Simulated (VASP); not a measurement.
# Sr (P6/mmm) in VASP: further runs

Runs on Sr. Level: PBEsol. Tasks: single point, relaxation of cell and atoms.

Program: VASP 6.6.1. These are calculated values, not measurements. Logs are shortened: lines on timing, memory, paths and dates and some standing lists are left out, and cuts for length are marked.

**1. The cell of the first run**

Symmetry: P6/mmm, No. 191, hexagonal system. Conventional cell: a = 4.005 Å, b = 4.005 Å, c = 3.724 Å, α = 90.00°, β = 90.00°, γ = 120.00°. Within 4.9 Å of Sr (site symmetry 6/mmm) lie 8 Sr at 3.72 to 4.00 Å.

This isn't the form of Sr at room conditions, which is fcc.

**2. Single point, PBEsol**

Contents of INCAR:

```
SYSTEM = Sr
PREC = Accurate
ENCUT = 520
EDIFF = 1E-6
ISMEAR = 0
SIGMA = 0.1
LREAL = .FALSE.
LASPH = .TRUE.
NELM = 100
ALGO = Fast
ISIF = 2
LWAVE = .FALSE.
LCHARG = .FALSE.
GGA = PS
NBANDS = 11
```

Contents of KPOINTS:

```
regular mesh
0
G
  18 18 16
  0 0 0
```

Contents of POSCAR:

```
Sr
1.0
    4.0048128173      0.0000000000      0.0000000000
   -2.0024064086      3.4682696372      0.0000000000
    0.0000000000      0.0000000000      3.7238629377
Sr
1
Direct
    0.0000000000      0.0000000000      0.0000000000
```

Potentials or basis: VASP PAW PBE potentials, release 64 (Sr_sv).

Command:

```
$ cat potpaw_PBE.64/Sr_sv/POTCAR > POTCAR
$ mpirun -np 1 vasp_std > vasp.out
```

OUTCAR:

```text
SYSTEM = Sr
   PREC = Accurate
   ENCUT = 520
   EDIFF = 1E-6
   ISMEAR = 0
   LREAL = .FALSE.
   LASPH = .TRUE.
   NELM = 100
   ISIF = 2
   GGA = PS

 ion  position               nearest neighbor table
   1  0.000  0.000  0.000-

  LATTYP: Found a hexagonal cell.
 ALAT       =     4.0048128173
 C/A-ratio  =     0.9298469386

  Lattice vectors:

 A1 = (   4.0048128173,   0.0000000000,   0.0000000000)
 A2 = (  -2.0024064086,   3.4682696372,   0.0000000000)
 A3 = (   0.0000000000,   0.0000000000,   3.7238629377)

Analysis of symmetry for initial positions (statically):
=====================================================================
 Subroutine PRICEL returns:
 Original cell was already a primitive cell.

 Routine SETGRP: Setting up the symmetry group for a
 hexagonal supercell.

 Subroutine GETGRP returns: Found 24 space group operations
 (whereof 24 operations were pure point group operations)
 out of a pool of 24 trial point group operations.

The static configuration has the point symmetry D_6h.

Analysis of symmetry for dynamics (positions and initial velocities):
=====================================================================
 Subroutine PRICEL returns:
 Original cell was already a primitive cell.

 Routine SETGRP: Setting up the symmetry group for a
 hexagonal supercell.

 Subroutine GETGRP returns: Found 24 space group operations
 (whereof 24 operations were pure point group operations)
 out of a pool of 24 trial point group operations.

The dynamic configuration has the point symmetry D_6h.

 Subroutine INISYM returns: Found 24 space group operations
 (whereof 24 operations are pure point group operations),
 and found     1 'primitive' translations

----------------------------------------------------------------------------------------

                                     Primitive cell

  volume of cell :      51.7236

  direct lattice vectors                    reciprocal lattice vectors
     4.004812817  0.000000000  0.000000000     0.249699560  0.144164108  0.000000000
    -2.002406409  3.468269637  0.000000000     0.000000000  0.288328217  0.000000000
     0.000000000  0.000000000  3.723862938     0.000000000  0.000000000  0.268538348

  length of vectors
     4.004812817  4.004812817  3.723862938     0.288328217  0.288328217  0.268538348

  position of ions in fractional coordinates (direct lattice)
     0.000000000  0.000000000  0.000000000

  ion indices of the primitive-cell ions
   primitive index   ion index
                 1           1

----------------------------------------------------------------------------------------

 KPOINTS: regular mesh

Automatic generation of k-mesh.
 Grid dimensions read from file:
 generate k-points for:   18   18   16

 Generating k-lattice:

  Cartesian coordinates                     Fractional coordinates (reciprocal lattice)
     0.013872198  0.008009117  0.000000000     0.055555556  0.000000000  0.000000000
     0.000000000  0.016018234  0.000000000     0.000000000  0.055555556  0.000000000
     0.000000000  0.000000000  0.016783647     0.000000000  0.000000000  0.062500000

  Length of vectors
     0.016018234  0.016018234  0.016783647

  Shift w.r.t. Gamma in fractional coordinates (k-lattice)
     0.000000000  0.000000000  0.000000000

 Subroutine IBZKPT returns following result:
 ===========================================

 Found    333 irreducible k-points:

 Following reciprocal coordinates:
            Coordinates               Weight
  0.000000  0.000000  0.000000      1.000000
  0.055556  0.000000  0.000000      6.000000
  0.111111  0.000000  0.000000      6.000000
  0.166667  0.000000  0.000000      6.000000
  0.222222  0.000000  0.000000      6.000000
  0.277778  0.000000  0.000000      6.000000
[... 16 lines left out ...]
  0.333333  0.111111  0.000000     12.000000
  0.388889  0.111111  0.000000     12.000000
 [... further k-points ...]
   k-points           NKPTS =    333   k-points in BZ     NKDIM =    333   number of bands    NBANDS=     11
   number of dos      NEDOS =    301   number of ions     NIONS =      1
   total plane-waves  NPLWV =  25200
   dimension x,y,z NGX =    30 NGY =   30 NGZ =   28
   dimension x,y,z NGXF=    60 NGYF=   60 NGZF=   56
   ions per type =               1
   NGX,Y,Z   is equivalent  to a cutoff of  12.45, 12.45, 12.50 a.u.
   NGXF,Y,Z  is equivalent  to a cutoff of  24.91, 24.91, 25.00 a.u.
 SYSTEM =  Sr
   PREC   = accura    normal or accurate (medium, high low for compatibility)
   ISTART =      0    job   : 0-new  1-cont  2-samecut
   ICHARG =      2    charge: 1-file 2-atom 10-const
   ISPIN  =      1    spin polarized calculation?
   LNONCOLLINEAR =      F non collinear calculations
   LSORBIT =      F    spin-orbit coupling
   LASPH  =      T    aspherical Exc in radial PAW
   ENCUT  =  520.0 eV  38.22 Ry    6.18 a.u.   7.45  7.45  6.92*2*pi/ulx,y,z
   NELM   =    100;   NELMIN=  2; NELMDL= -5     # of ELM steps
   EDIFF  = 0.1E-05   stopping-criterion for ELM
   LREAL  =      F    real-space projection
   EDIFFG = 0.1E-04   stopping-criterion for IOM
   NSW    =      0    number of steps for IOM
   IBRION =     -1    ionic relax: 0-MD 1-quasi-New 2-CG
   NFREE  =      0    steps in history (QN), initial steepest desc. (CG)
   ISIF   =      2    stress and relaxation
   ISYM   =      2    0-nonsym 1-usesym 2-fastsym
   POTIM  = 0.5000    time-step for ionic-motion
   TEBEG  =    0.0;   TEEND  =   0.0 temperature during run
   PSTRESS=    0.0 pullay stress
   NELECT =      10.0000    total number of electrons
   NUPDOWN=      -1.0000    fix difference up-down
   EMIN   =  10.00;   EMAX   =-10.00  energy-range for DOS
   EFERMI =   0.00;   METHOD = LEGACY
   ISMEAR =     0;   SIGMA  =   0.10  broadening in eV -4-tet -1-fermi 0-gaus
   EFERMI_NEDOS =   21; number of points for ismear=-14 and -15
   IALGO  =     68    algorithm
   IMIX   =      4    mixing-type and parameters
     AMIX     =   0.40;   BMIX     =  1.00
     AMIX_MAG =   1.60;   BMIX_MAG =  1.00
  volume/ion in A,a.u.               =      51.72       349.05
  Fermi-wavevector in a.u.,A,eV,Ry     =   0.946626  1.788864 12.192200  0.896101
  Thomas-Fermi vector in A             =   2.074642
   LORBIT       =      0    0 simple, 1 ext, 2 COOP (PROOUT), +10 PAW based schemes
   GGA     = PS    functional components
   LHFCALC =     F    Hartree Fock is set to
   AEXX    =    0.0000 exact exchange contribution
   IVDW    =     0    specifies the selected vdW correction
   LEPSILON=     F    determine dielectric tensor
   LRPA    =     F    only Hartree local field effects (RPA)
 non-spin polarized calculation
 RMM-DIIS sequential band-by-band and
 Gauss-broadening in eV      SIGMA  =   0.10
  energy-cutoff  :      520.00
  volume of cell :       51.72
 maximum number of plane-waves:      1414
 NGX is ok and might be reduce to    30
   NGX = 15   NGY = 15   NGZ = 13

 number of electron      10.0000000 magnetization

 Free energy of the ion-electron system (eV)
  ---------------------------------------------------
  ext. energy  EPLUGINS =         0.00000000
  ---------------------------------------------------
  free energy    TOTEN  =        -1.62062082 eV

  energy without entropy =       -1.61580903  energy(sigma->0) =       -1.61821492

 E-fermi :   1.6322     XC(G=0):  -7.6158

 val. band max:        1.6259326585   @ k =   0.5000   0.0000   0.1875
 cond. band min:       1.6447249405   @ k =   0.3333   0.2778   0.1875
 fundamental gap:      0.0187922819
 Fermi energy:         1.6322452340

 k-point     1 :       0.0000    0.0000    0.0000
  band No.  band energies     occupation
      1     -34.9034      2.00000
      2     -16.7760      2.00000
      3     -16.7760      2.00000
      4     -16.7302      2.00000
      5      -2.0089      2.00000
      6       2.3715      0.00000
      7       4.0173      0.00000
      8       4.0173      0.00000
      9       7.0149      0.00000
     10       7.0149      0.00000
     11       9.0901      0.00000

 k-point     2 :       0.0556    0.0000    0.0000
  band No.  band energies     occupation
      1     -34.9028      2.00000
      2     -16.7850      2.00000
      3     -16.7781      2.00000
      4     -16.7293      2.00000
      5      -1.9567      2.00000
      6       2.3931      0.00000
      7       3.9153      0.00000
      8       4.0679      0.00000
      9       6.8906      0.00000
     10       7.0017      0.00000
     11       9.2610      0.00000

 k-point     3 :       0.1111    0.0000    0.0000
  band No.  band energies     occupation
      1     -34.9008      2.00000
      2     -16.8110      2.00000
      3     -16.7840      2.00000
      4     -16.7267      2.00000
      5      -1.8027      2.00000
      6       2.4542      0.00000
      7       3.6508      0.00000
      8       4.2186      0.00000
      9       6.5978      0.00000
     10       6.9641      0.00000
     11       9.7198      0.00000

 k-point     4 :       0.1667    0.0000    0.0000
  band No.  band energies     occupation
      1     -34.8978      2.00000
      2     -16.8504      2.00000
      3     -16.7931      2.00000
      4     -16.7226      2.00000
      5      -1.5546      2.00000
      6       2.5426      0.00000
      7       3.3067      0.00000
      8       4.4658      0.00000
      9       6.2531      0.00000
     10       6.9077      0.00000
     11       9.8369      0.00000
[... 239 lines left out ...]
 k-point    22 :       0.2778    0.1111    0.0000
  band No.  band energies     occupation
      1     -34.8856      2.00000
      2     -16.9935      2.00000
      3     -16.8441      2.00000
      4     -16.7059      2.00000
      5      -0.2631      2.00000
      6       2.2486      0.00000
      7       2.7756      0.00000
      8       5.4083      0.00000
      9       5.7425      0.00000
     10       6.5580      0.00000
     11       8.0186      0.00000

 k-point    23 :       0.3333    0.1111    0.0000
  band No.  band energies     occupation
      1     -34.8828      2.00000
      2     -17.0258      2.00000
      3     -16.8555      2.00000
      4     -16.7020      2.00000
      5       0.1715      2.00000
      6       2.0306      0.00000
      7       2.7139      0.00000
      8       5.2626      0.00000
      9       6.2005      0.00000
     10       6.4842      0.00000
     11       7.7380      0.00000

 k-point    24 :       0.3889    0.1111    0.0000
  band No.  band energies     occupation
      1     -34.8810      2.00000
      2     -17.0467      2.00000
      3     -16.8630      2.00000
      4     -16.6995      2.00000
      5       0.5397      2.00000
      6       1.8603      0.00126
      7       2.6119      0.00000
      8       5.1736      0.00000
      9       6.4368      0.00000
     10       6.6712      0.00000
     11       7.4920      0.00000

 [... further k-points ...]
[... 5 lines left out ...]
  --------------------------------------------------------------------------------------
  -------------------------------------------------------------------------------------
  Total       -0.0073883     -0.0073883      0.0029264     -0.0000000      0.0000000      0.0000000
  in kB       -0.2288575     -0.2288575      0.0906470     -0.0000000      0.0000000      0.0000000
  external PRESSURE =      -0.1223560 kB  Pullay stress =       0.0000000 kB

 VOLUME and BASIS-vectors are now :
 -----------------------------------------------------------------------------
  energy-cutoff  :      520.00
  volume of cell :       51.72
      direct lattice vectors                 reciprocal lattice vectors
     4.004812817  0.000000000  0.000000000     0.249699560  0.144164108  0.000000000
    -2.002406409  3.468269637  0.000000000     0.000000000  0.288328217  0.000000000
     0.000000000  0.000000000  3.723862938     0.000000000  0.000000000  0.268538348

 POSITION                                       TOTAL-FORCE (eV/Angst)
 -----------------------------------------------------------------------------------
      0.00000      0.00000      0.00000         0.000000      0.000000      0.000000
 -----------------------------------------------------------------------------------
    total drift:                               -0.000000      0.000000     -0.000000

  FREE ENERGIE OF THE ION-ELECTRON SYSTEM (eV)
  ---------------------------------------------------
  free  energy   TOTEN  =        -1.6206208168 eV

  energy  without entropy=       -1.6158090327  energy(sigma->0) =       -1.61821492
```

Wall time 3.4 min (1 thread of Oxide Virtual Turin-like, shared host); peak memory 0.28 GiB.

What came out:

```
Free energy            : -1.6206 eV
Pressure               : 0.0 GPa
Band gap on the k mesh : zero (bands 5 and 6 overlap by 0.70 eV)
```

Caveat: the PAW data sets were made with another functional, which shifts forces and pressure a little.

(Continued in part 2 of 2.)

The gap in the log of VASP goes by the Fermi energy; the results here count the filled bands.